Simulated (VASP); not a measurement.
# NiO (I4mm) in VASP: further runs

NiO is run at these levels: PBE; tasks: single point.

All numbers are computed with VASP 6.6.1; they aren't measurements. Logs are shortened: lines on timing, memory, paths and dates and some standing lists are left out, and cuts for length are marked.

### Step 1. The cell of the first run

It takes space group I4mm (No. 107, tetragonal). The conventional cell has a = 2.950 Å, b = 2.950 Å, c = 4.172 Å, α = 90.00°, β = 90.00°, γ = 90.00°. Within 2.5 Å of Ni (site symmetry 4mm) lie 6 O at 1.89 to 2.29 Å. Within 2.5 Å of O (site symmetry 4mm) lie 6 Ni at 1.89 to 2.29 Å.

### Step 2. Single point, PBE, collinear spin, ferromagnetic start

Contents of INCAR:

```
  PREC = Accurate
  ENCUT = 520
  EDIFF = 1E-6
  ISMEAR = -1
  SIGMA = 0.05
  LREAL = F
  LASPH = T
  NELM = 150
  ALGO = Normal
  ISIF = 2
  LWAVE = F
  LCHARG = F
  ISPIN = 2
  MAGMOM = 2 0
  LORBIT = 11
  LMAXMIX = 4
  GGA = PE
  NBANDS = 19
```

Contents of KPOINTS:

```
Automatic mesh
0
Gamma
  11 11 11
```

Contents of POSCAR:

```
NiO
1.0
    0.0000000000      2.0859000000      2.0859000000
    2.0859000000      0.0000000000      2.0859000000
    2.0859000000      2.0859000000      0.0000000000
Ni O
1 1
Direct
    0.0000000000      0.0000000000      0.0000000000
    0.4520590632      0.4520590632      0.5479409368
```

Potentials or basis: VASP PAW PBE potentials, release 64 (Ni, O).

Command:

```
$ cat potpaw_PBE.64/Ni/POTCAR potpaw_PBE.64/O/POTCAR > POTCAR
$ mpirun -np 1 vasp_std > vasp.out
```

OUTCAR:

```text
PREC = Accurate
   ENCUT = 520
   EDIFF = 1E-6
   ISMEAR = -1
   LREAL = F
   LASPH = T
   NELM = 150
   ISIF = 2
   ISPIN = 2
   LORBIT = 11
   GGA = PE

 ion  position               nearest neighbor table
   1  0.000  0.000  0.000-   2 1.89   2 2.10   2 2.10   2 2.10   2 2.10   2 2.29
   2  0.452  0.452  0.548-   1 1.89   1 2.10   1 2.10   1 2.10   1 2.10   1 2.29

  LATTYP: Found a face centered cubic cell.
 ALAT       =     4.1718000000

  Lattice vectors:

 A1 = (   0.0000000000,   2.0859000000,   2.0859000000)
 A2 = (   2.0859000000,   0.0000000000,   2.0859000000)
 A3 = (   2.0859000000,   2.0859000000,   0.0000000000)

Analysis of symmetry for initial positions (statically):
=====================================================================
 Subroutine PRICEL returns:
 Original cell was already a primitive cell.

 Routine SETGRP: Setting up the symmetry group for a
 face centered cubic supercell.

 Subroutine GETGRP returns: Found  8 space group operations
 (whereof  8 operations were pure point group operations)
 out of a pool of 48 trial point group operations.

The static configuration has the point symmetry C_4v.

Analysis of symmetry for dynamics (positions and initial velocities):
=====================================================================
 Subroutine PRICEL returns:
 Original cell was already a primitive cell.

 Routine SETGRP: Setting up the symmetry group for a
 face centered cubic supercell.

 Subroutine GETGRP returns: Found  8 space group operations
 (whereof  8 operations were pure point group operations)
 out of a pool of 48 trial point group operations.

The dynamic configuration has the point symmetry C_4v.

Analysis of structural, dynamic, and magnetic symmetry:
=====================================================================
 Subroutine PRICEL returns:
 Original cell was already a primitive cell.

 Routine SETGRP: Setting up the symmetry group for a
 face centered cubic supercell.

 Subroutine GETGRP returns: Found  8 space group operations
 (whereof  8 operations were pure point group operations)
 out of a pool of 48 trial point group operations.

The overall configuration has the point symmetry C_4v.

 Subroutine INISYM returns: Found  8 space group operations
 (whereof  8 operations are pure point group operations),
 and found     1 'primitive' translations

----------------------------------------------------------------------------------------

                                     Primitive cell

  volume of cell :      18.1514

  direct lattice vectors                    reciprocal lattice vectors
     0.000000000  2.085900000  2.085900000    -0.239704684  0.239704684  0.239704684
     2.085900000  0.000000000  2.085900000     0.239704684 -0.239704684  0.239704684
     2.085900000  2.085900000  0.000000000     0.239704684  0.239704684 -0.239704684

  length of vectors
     2.949908070  2.949908070  2.949908070     0.415180691  0.415180691  0.415180691

  position of ions in fractional coordinates (direct lattice)
     0.000000000  0.000000000  0.000000000
     0.452059063  0.452059063  0.547940937

  ion indices of the primitive-cell ions
   primitive index   ion index
                 1           1
                 2           2

----------------------------------------------------------------------------------------

 KPOINTS: Automatic mesh

Automatic generation of k-mesh.
 Grid dimensions read from file:
 generate k-points for:   11   11   11

 Generating k-lattice:

  Cartesian coordinates                     Fractional coordinates (reciprocal lattice)
    -0.021791335  0.021791335  0.021791335     0.090909091  0.000000000  0.000000000
     0.021791335 -0.021791335  0.021791335     0.000000000  0.090909091  0.000000000
     0.021791335  0.021791335 -0.021791335     0.000000000  0.000000000  0.090909091

  Length of vectors
     0.037743699  0.037743699  0.037743699

  Shift w.r.t. Gamma in fractional coordinates (k-lattice)
     0.000000000  0.000000000  0.000000000

 Subroutine IBZKPT returns following result:
 ===========================================

 Found    126 irreducible k-points:

 Following reciprocal coordinates:
            Coordinates               Weight
  0.000000  0.000000  0.000000      1.000000
  0.090909  0.000000  0.000000      8.000000
  0.181818  0.000000  0.000000      8.000000
  0.272727  0.000000  0.000000      8.000000
  0.363636  0.000000  0.000000      8.000000
  0.454545  0.000000  0.000000      8.000000
[... 16 lines left out ...]
 -0.181818  0.090909  0.000000      8.000000
  0.000000 -0.181818  0.090909     16.000000
 [... further k-points ...]
   k-points           NKPTS =    126   k-points in BZ     NKDIM =    126   number of bands    NBANDS=     19
   number of dos      NEDOS =    301   number of ions     NIONS =      2
   total plane-waves  NPLWV =  13824
   dimension x,y,z NGX =    24 NGY =   24 NGZ =   24
   dimension x,y,z NGXF=    48 NGYF=   48 NGZF=   48
   ions per type =               1   1
   NGX,Y,Z   is equivalent  to a cutoff of  13.53, 13.53, 13.53 a.u.
   NGXF,Y,Z  is equivalent  to a cutoff of  27.05, 27.05, 27.05 a.u.
 SYSTEM =  unknown system
   PREC   = accura    normal or accurate (medium, high low for compatibility)
   ISTART =      0    job   : 0-new  1-cont  2-samecut
   ICHARG =      2    charge: 1-file 2-atom 10-const
   ISPIN  =      2    spin polarized calculation?
   LNONCOLLINEAR =      F non collinear calculations
   LSORBIT =      F    spin-orbit coupling
   LASPH  =      T    aspherical Exc in radial PAW
   ENCUT  =  520.0 eV  38.22 Ry    6.18 a.u.   5.48  5.48  5.48*2*pi/ulx,y,z
   NELM   =    150;   NELMIN=  2; NELMDL= -5     # of ELM steps
   EDIFF  = 0.1E-05   stopping-criterion for ELM
   LREAL  =      F    real-space projection
[... 7 lines left out ...]
   TEBEG  =    0.0;   TEEND  =   0.0 temperature during run
   PSTRESS=    0.0 pullay stress
   NELECT =      16.0000    total number of electrons
   NUPDOWN=      -1.0000    fix difference up-down
   EMIN   =  10.00;   EMAX   =-10.00  energy-range for DOS
   EFERMI =   0.00;   METHOD = LEGACY
   ISMEAR =    -1;   SIGMA  =   0.05  broadening in eV -4-tet -1-fermi 0-gaus
   EFERMI_NEDOS =   21; number of points for ismear=-14 and -15
   IALGO  =     38    algorithm
   IMIX   =      4    mixing-type and parameters
     AMIX     =   0.40;   BMIX     =  1.00
     AMIX_MAG =   1.60;   BMIX_MAG =  1.00
  volume/ion in A,a.u.               =       9.08        61.25
  Fermi-wavevector in a.u.,A,eV,Ry     =   1.569681  2.966267 33.523364  2.463898
  Thomas-Fermi vector in A             =   2.671527
   LORBIT       =     11    0 simple, 1 ext, 2 COOP (PROOUT), +10 PAW based schemes
   GGA     = PE    functional components
   LHFCALC =     F    Hartree Fock is set to
   AEXX    =    0.0000 exact exchange contribution
   IVDW    =     0    specifies the selected vdW correction
   LEPSILON=     F    determine dielectric tensor
   LRPA    =     F    only Hartree local field effects (RPA)
 spin polarized calculation
  energy-cutoff  :      520.00
  volume of cell :       18.15
 maximum number of plane-waves:       531
 NGX is ok and might be reduce to    24
   NGX = 11   NGY = 11   NGZ = 11

 number of electron      15.9999999 magnetization       1.8710336

 Free energy of the ion-electron system (eV)
  ---------------------------------------------------
  ext. energy  EPLUGINS =         0.00000000
  ---------------------------------------------------
  free energy    TOTEN  =       -11.39874286 eV

  energy without entropy =      -11.39168587  energy(sigma->0) =      -11.39521436

 E-fermi :   8.0028     XC(G=0): -12.6819

 val. band max:        7.9955178215   @ k =   0.4545   0.3636   0.0000
 cond. band min:       8.0094725796   @ k =  -0.4545   0.4545   0.0000
 fundamental gap:      0.0139547581
 Fermi energy:         8.0028029454

 spin component 1

 k-point     1 :       0.0000    0.0000    0.0000
  band No.  band energies     occupation
      1     -12.5000      1.00000
      2       3.4797      1.00000
      3       4.2229      1.00000
      4       4.2229      1.00000
      5       4.8196      1.00000
      6       5.2922      1.00000
[... 11 lines left out ...]
     18      33.5448      0.00000
     19      33.8933      0.00000

 k-point     2 :       0.0909    0.0000    0.0000
  band No.  band energies     occupation
      1     -12.4071      1.00000
      2       3.1095      1.00000
      3       3.8385      1.00000
      4       4.0341      1.00000
      5       4.9991      1.00000
      6       5.2768      1.00000
[... 11 lines left out ...]
     18      35.0043      0.00000
     19      35.2872      0.00000

 k-point     3 :       0.1818    0.0000    0.0000
  band No.  band energies     occupation
      1     -12.1479      1.00000
      2       2.2807      1.00000
      3       3.2298      1.00000
      4       3.3260      1.00000
      5       5.2403      1.00000
      6       5.3485      1.00000
[... 11 lines left out ...]
     18      37.4592      0.00000
     19      37.6846      0.00000

 k-point     4 :       0.2727    0.0000    0.0000
  band No.  band energies     occupation
      1     -11.7824      1.00000
      2       1.2378      1.00000
      3       2.6413      1.00000
      4       2.6863      1.00000
      5       5.4972      1.00000
      6       5.5577      1.00000
[... 407 lines left out ...]
     18      38.3657      0.00000
     19      39.9688      0.00000

 k-point    23 :      -0.1818    0.0909    0.0000
  band No.  band energies     occupation
      1     -11.9715      1.00000
      2       1.7881      1.00000
      3       2.8146      1.00000
      4       3.3925      1.00000
      5       5.0686      1.00000
      6       5.3322      1.00000
[... 11 lines left out ...]
     18      37.6362      0.00000
     19      39.4242      0.00000

 k-point    24 :       0.0000   -0.1818    0.0909
  band No.  band energies     occupation
      1     -11.9686      1.00000
      2       1.7657      1.00000
      3       2.7724      1.00000
      4       3.2737      1.00000
      5       5.3013      1.00000
      6       5.4397      1.00000
[... 11 lines left out ...]
     18      37.4462      0.00000
     19      39.0346      0.00000

 [... further k-points ...]

 spin component 2

 k-point     1 :       0.0000    0.0000    0.0000
  band No.  band energies     occupation
      1     -11.9927      1.00000
      2       4.7217      1.00000
      3       4.8939      1.00000
      4       4.8940      1.00000
      5       6.1391      1.00000
      6       6.7848      1.00000
[... 11 lines left out ...]
     18      34.1732      0.00000
     19      34.5031      0.00000

 k-point     2 :       0.0909    0.0000    0.0000
  band No.  band energies     occupation
      1     -11.8965      1.00000
      2       4.1120      1.00000
      3       4.7160      1.00000
      4       4.8496      1.00000
      5       6.1598      1.00000
      6       6.5948      1.00000
[... 11 lines left out ...]
     18      35.6312      0.00000
     19      35.8782      0.00000

 k-point     3 :       0.1818    0.0000    0.0000
  band No.  band energies     occupation
      1     -11.6279      1.00000
      2       3.0009      1.00000
      3       4.2779      1.00000
      4       4.3455      1.00000
      5       6.3043      1.00000
      6       6.5573      1.00000
[... 11 lines left out ...]
     18      38.0855      0.00000
     19      38.2779      0.00000

 k-point     4 :       0.2727    0.0000    0.0000
  band No.  band energies     occupation
      1     -11.2476      1.00000
      2       1.7813      1.00000
      3       3.7901      1.00000
      4       3.7957      1.00000
      5       6.5454      1.00000
      6       6.7018      1.00000
[... 407 lines left out ...]
     18      38.7791      0.00000
     19      40.5013      0.00000

 k-point    23 :      -0.1818    0.0909    0.0000
  band No.  band energies     occupation
      1     -11.4435      1.00000
      2       2.4416      1.00000
      3       3.9889      1.00000
      4       4.2068      1.00000
      5       6.3831      1.00000
      6       6.4265      1.00000
[... 11 lines left out ...]
     18      38.1705      0.00000
     19      40.0540      0.00000

 k-point    24 :       0.0000   -0.1818    0.0909
  band No.  band energies     occupation
      1     -11.4412      1.00000
      2       2.4703      1.00000
      3       3.9727      1.00000
      4       4.0130      1.00000
      5       6.3216      1.00000
      6       6.7630      1.00000
[... 11 lines left out ...]
     18      37.9619      0.00000
     19      39.6436      0.00000

 [... further k-points ...]

------------------------ aborting loop because EDIFF is reached ----------------------------------------

  FORCE on cell =-STRESS in cart. coord.  units (eV):
  Direction    XX          YY          ZZ          XY          YZ          ZX
  --------------------------------------------------------------------------------------
  -------------------------------------------------------------------------------------
  Total        0.6010143      0.6010143      2.6127038      0.0000000     -0.0000000     -0.0000000
  in kB       53.0499492     53.0499492    230.6164617      0.0000000     -0.0000000     -0.0000000
  external PRESSURE =     112.2387867 kB  Pullay stress =       0.0000000 kB

 VOLUME and BASIS-vectors are now :
 -----------------------------------------------------------------------------
  energy-cutoff  :      520.00
  volume of cell :       18.15
      direct lattice vectors                 reciprocal lattice vectors
     0.000000000  2.085900000  2.085900000    -0.239704684  0.239704684  0.239704684
     2.085900000  0.000000000  2.085900000     0.239704684 -0.239704684  0.239704684
     2.085900000  2.085900000  0.000000000     0.239704684  0.239704684 -0.239704684

 POSITION                                       TOTAL-FORCE (eV/Angst)
 -----------------------------------------------------------------------------------
      0.00000      0.00000      0.00000         0.000000      0.000000     -1.002987
      2.08590      2.08590      1.88590         0.000000      0.000000      1.002987
 -----------------------------------------------------------------------------------
    total drift:                               -0.000001     -0.000001      0.000054

  FREE ENERGIE OF THE ION-ELECTRON SYSTEM (eV)
  ---------------------------------------------------
  free  energy   TOTEN  =       -11.3987428562 eV

  energy  without entropy=      -11.3916858664  energy(sigma->0) =      -11.39521436

 total charge

# of ion       s       p       d       tot
------------------------------------------
    1        0.348   0.431   8.263   9.042
    2        1.557   3.439   0.000   4.996
--------------------------------------------------
tot          1.905   3.870   8.263  14.038

 magnetization (x)

# of ion       s       p       d       tot
------------------------------------------
    1        0.009   0.022   1.471   1.502
    2        0.029   0.284   0.000   0.313
--------------------------------------------------
tot          0.038   0.306   1.471   1.815
```

It took 2 min on 1 thread of Intel Xeon 8259CL, shared host; peak memory 0.2 GiB.

What came out:

* Free energy: -11.3987 eV
* Pressure: 11.2 GPa
* Largest force: 1.003 eV/Å
* Net moment: 1.87 μB per cell
* Site moments: Ni +1.50; O +0.31 μB
* Valence electrons inside the program's atomic spheres: Ni 9.04; O 5.00

Forces on the atoms (eV/Å):
```
Ni   0.000  0.000 -1.003
O    0.000  0.000  1.003
```

Stress tensor (GPa, compression positive):
```
 5.30  0.00  0.00
 0.00  5.30  0.00
 0.00  0.00 23.06
```

Caveat: the cell stands under pressure; a cell with one magnetic atom can't hold antiferromagnetic order, which such compounds often take; semilocal functionals often make such compounds metallic where correlation or magnetic order opens a gap, which also shifts bond lengths; forces of over 1 eV/Å act on the atoms, so gaps and moduli don't describe the material at rest. With open d or f shells a metallic result of PBE can be an artefact of self-interaction; +U or a hybrid may open a gap.

### Step 3. Single point, PBE, collinear spin, ferromagnetic start

Contents of INCAR:

```
SYSTEM = NiO
PREC     = Accurate       ! precision mode
ENCUT    = 520            ! plane-wave cutoff, eV
EDIFF    = 1E-6           ! SCF threshold, eV
ISMEAR   = -1             ! smearing method
SIGMA    = 0.05           ! smearing width, eV
LREAL    = .False.        ! projectors in reciprocal space
LASPH    = .True.         ! aspherical terms in the spheres
NELM     = 150            ! most SCF steps
ALGO     = Normal         ! electronic algorithm
ISIF     = 2              ! what is computed and relaxed
LWAVE    = .False.        ! write WAVECAR
LCHARG   = .False.        ! write CHGCAR
ISPIN    = 2              ! spin polarisation
MAGMOM   = 2 0            ! initial moments
LORBIT   = 11             ! projections on sites
LMAXMIX  = 4              ! l up to which the mixer works
GGA      = PE             ! functional
NBANDS   = 19             ! bands
```

Contents of KPOINTS:

```
regular mesh
0
Gamma
  11 11 11
  0 0 0
```

Edit POSCAR of step 2 so:

```diff
@@ -9,2 +9,2 @@
     0.0000000000      0.0000000000      0.0000000000
-    0.4520590632      0.4520590632      0.5479409368
+    0.5479409368      0.5479409368      0.4520590632
```

Potentials or basis: VASP PAW PBE potentials, release 64 (Ni, O).

Command:

```
$ cat potpaw_PBE.64/Ni/POTCAR potpaw_PBE.64/O/POTCAR > POTCAR
$ mpirun -np 1 vasp_std > vasp.out
```

It took 2.4 min on 1 thread of Intel Xeon 8259CL, shared host; peak memory 0.2 GiB.

It converged, with:

* Free energy: -11.3987 eV
* Pressure: 11.2 GPa
* Largest force: 1.003 eV/Å
* Net moment: 1.87 μB per cell
* Site moments: Ni +1.50; O +0.31 μB
* Valence electrons inside the program's atomic spheres: Ni 9.04; O 5.00

Forces on the atoms (eV/Å):
```
Ni   0.000  0.000  1.003
O    0.000  0.000 -1.003
```

Stress tensor (GPa, compression positive):
```
 5.31  0.00  0.00
 0.00  5.31  0.00
 0.00  0.00 23.06
```

Levels at points of the mesh, in eV from the Fermi level:
Spin up:
| k point | band 6 | band 7 | band 8 | band 9 | band 10 | band 11 | band 12 | band 13 |
| --- | --- | --- | --- | --- | --- | --- | --- | --- |
| (0.00, 0.00, 0.00) | -2.71 | -2.02 | -2.02 | -1.85 | 1.44 | 17.51 | 18.58 | 18.58 |
Spin down:
```tsv
k point	band 5	band 6	band 7	band 8	band 9	band 10
(0.00, 0.00, 0.00)	-1.86	-1.22	-1.22	-0.62	0.17	1.86
```

Caveat: the cell stands under pressure; a cell with one magnetic atom can't hold antiferromagnetic order, which such compounds often take; semilocal functionals often make such compounds metallic where correlation or magnetic order opens a gap, which also shifts bond lengths; forces of over 1 eV/Å act on the atoms, so gaps and moduli don't describe the material at rest. With open d or f shells a metallic result of PBE can be an artefact of self-interaction; +U or a hybrid may open a gap.
